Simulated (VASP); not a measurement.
Set up this calculation in VASP 6.6.1, as the native input.

```yaml
Task: relaxation of cell and atoms
Functional: PBEsol
Potentials_or_basis: VASP PAW PBE potentials, release 64 (Ga_d, As)
Cutoff: 600 eV
k_mesh: 6 × 6 × 6
Occupations: gaussian, width 0.01 eV
Spin: no spin polarisation
Dipole_correction: no
Further_INCAR_settings: ALGO = Normal; EDIFF = 1e-06; IBRION = 2; EDIFFG = -0.005; NSW = 80; ISIF = 3
```

The structure of GaAs lies in POSCAR:

```
GaAs
1.0
    0.0000000000      2.8268500000      2.8268500000
    2.8268500000      0.0000000000      2.8268500000
    2.8268500000      2.8268500000      0.0000000000
Ga As
1 1
Direct
    0.0000000000      0.0000000000      0.0000000000
    0.2500000000      0.2500000000      0.2500000000
```

The input as run:

INCAR

```
SYSTEM = GaAs
ALGO = Normal ; EDIFF = 1E-6
EDIFFG = -0.005 ; ENCUT = 600
GGA = PS ; IBRION = 2
ISIF = 3 ; ISMEAR = 0
LASPH = .True. ; LCHARG = .False.
LREAL = .False. ; LWAVE = .False.
NELM = 100 ; NSW = 80
PREC = Accurate ; SIGMA = 0.01
```

KPOINTS

```
k-points
0
Gamma
  6 6 6
  0 0 0
```

Potentials or basis: VASP PAW PBE potentials, release 64 (Ga_d, As).

The run is started by

```sh
$ cat potpaw_PBE.64/Ga_d/POTCAR potpaw_PBE.64/As/POTCAR > POTCAR
$ mpirun -np 1 vasp_std > vasp.out
```

It gave:

| Item | Value |
| --- | --- |
| Relaxed volume | 22.69 Å³/atom |
| Relaxed cell | a = 4.004 Å, b = 4.004 Å, c = 4.004 Å, α = 60.00°, β = 60.00°, γ = 60.00° |
| Space group after relaxing (to 0.05 Å) | F-43m (No. 216) |
| Energy gained by relaxing | 0.1 meV/atom |
| Ionic steps | 3 |
| Pressure after relaxing | 0.0 GPa |
| Band gap on the k mesh | 0.42 eV, direct |

Caveat: the PAW data sets were made with another functional, which shifts forces and pressure a little.

It took 14 s on 1 thread of Intel(R) Xeon(R) Platinum 8488C (Sapphire Rapids) (shared host), peak memory 0.18 GiB.
